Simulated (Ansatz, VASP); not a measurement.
**ScPd2: VASP beside Ansatz**

```xyz
6
Lattice="0.0000 4.0166 0.0000 6.2831 -2.0083 0.0000 0.0000 0.0000 -3.8740" Properties=species:S:1:pos:R:3 pbc="T T T"
Pd    2.1065    0.0000   -1.9370
Pd    4.1766    2.0083   -1.9370
Pd    0.0000    2.0083   -1.9370
Pd    0.0000    0.0000    0.0000
Sc    4.3878    0.0000    0.0000
Sc    1.8954    2.0083    0.0000
```

Alike in both runs: functional r2SCAN; k mesh 5 × 5 × 5; no spin polarisation.

Ansatz relaxed the structure, and its values are those at the end. VASP's run is a single point on that final structure, the one shown.

|  | VASP | Ansatz |
| --- | --- | --- |
| version | VASP 6.6.1 | Ansatz 0.2.0 |
| potentials or method | VASP PAW PBE potentials, release 64 (Pd, Sc_sv), cutoff 520 eV | PAW plane waves |
| occupations | fermi-dirac, width 0.1 eV | fermi-dirac |
| valence electrons in the cell | 62 | 94 |

Ansatz gave:

```
gap on the k mesh at the Fermi level (eV) : none
pressure (GPa)                            : 0.0
rms of the force components (eV/Å)        : 0.000
```

Which values does VASP return?

gap on the k mesh at the Fermi level (eV): none; pressure (GPa): 0.8; rms of the force components (eV/Å): 0.018.

VASP's potentials were made for PBE, not for r2SCAN. A gap of «none» marks a metal or a gap that the smearing closes. VASP's potentials hold 62 valence electrons a cell and Ansatz's 94, so a difference there can come from the potentials and not from the codes.
